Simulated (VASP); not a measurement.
GaSb3, 8 atoms in the cell. Symmetry: Pm-3n, No. 223, cubic system. The conventional cell has a = 5.968 Å, b = 5.968 Å, c = 5.968 Å, α = 90.00°, β = 90.00°, γ = 90.00°. Ga (site symmetry m-3) has 12 Sb at 3.34 Å within 4.4 Å. Within 3.9 Å of Sb (site symmetry -4m2) lie 10 Sb at 2.98 to 3.65 Å and 4 Ga at 3.34 Å. 

| Item | Value |
| --- | --- |
| Program | VASP 6.6.1 |
| Task | single point |
| Functional | PBE |
| Potentials or basis | VASP PAW PBE potentials, release 64 (Ga_d, Sb) |
| Cutoff | 500 eV |
| k mesh | 6 × 6 × 6 |
| Occupations | gaussian, width 0.1 eV |
| Spin | no spin polarisation |
| Dipole correction | no |
| Further INCAR settings | ALGO = Normal; EDIFF = 1e-06; NBANDS = 38 |

Potentials or basis: VASP PAW PBE potentials, release 64 (Ga_d, Sb).

Launch:

```bash
$ cat potpaw_PBE.64/Ga_d/POTCAR potpaw_PBE.64/Sb/POTCAR > POTCAR
$ mpirun -np 1 vasp_std > vasp.out
```

Hardware: 1 thread of Intel Xeon 8259CL (shared host).

Q: Estimate the wall time of this run.

A: Run time: 2.4 min on 1 thread of Intel Xeon 8259CL (shared host), peak memory 0.4 GiB. Counts: scf iterations 12, k points 20.
